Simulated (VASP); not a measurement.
Here is a VASP 6.6.1 calculation.

Contents of INCAR:

```
SYSTEM = Mo6CO
PREC     = Accurate       ! precision mode
ENCUT    = 1000           ! plane-wave cutoff, eV
EDIFF    = 1E-6           ! SCF threshold, eV
ISMEAR   = 0              ! smearing method
SIGMA    = 0.1            ! smearing width, eV
LREAL    = .False.        ! projectors in reciprocal space
LASPH    = .True.         ! aspherical terms in the spheres
NELM     = 120            ! most SCF steps
ALGO     = Normal         ! electronic algorithm
ISIF     = 2              ! what is computed and relaxed
LWAVE    = .False.        ! write WAVECAR
LCHARG   = .False.        ! write CHGCAR
LDIPOL   = .True.       
IDIPOL   = 3            
DIPOL    = 0.5 0.5 0.338
GGA      = PE             ! functional
NBANDS   = 57             ! bands
GGA_COMPAT= .False.      
NELMDL   = -8
```

KPOINTS

```
Automatic mesh
0
Gamma
  6 6 1
  0 0 0
```

Contents of POSCAR:

```
Mo6CO
1.0
    4.4695765303      0.0000000000      0.0000000000
   -2.2347882651      3.8707668194      0.0000000000
    0.0000000000      0.0000000000     22.2595667262
Mo C O
6 1 1
Direct
    0.6666666667      0.3333333333      0.1796980170
    0.3333333333      0.6666666667      0.2206848206
    0.0000000000      0.0000000000      0.2616716241
    0.6666666667      0.3333333333      0.2990464568
    0.3333333333      0.6666666667      0.3355219825
    0.0000000000      0.0000000000      0.3710569405
    0.1666666667      0.3333333333      0.4910053668
    0.1666666667      0.3333333333      0.5431177918
```

Potentials or basis: VASP PAW PBE potentials, release 64 (Mo_sv, C_h, O_h).

Run with:

```bash
$ cat potpaw_PBE.64/Mo_sv/POTCAR potpaw_PBE.64/C_h/POTCAR potpaw_PBE.64/O_h/POTCAR > POTCAR
$ mpirun -np 1 vasp_std > vasp.out
```

(1) Predict the largest force.

(2) Predict the band gap on the k mesh.

Results:

(1) 1.926 eV/Å.

(2) zero (bands 47 and 48 overlap by 0.04 eV).
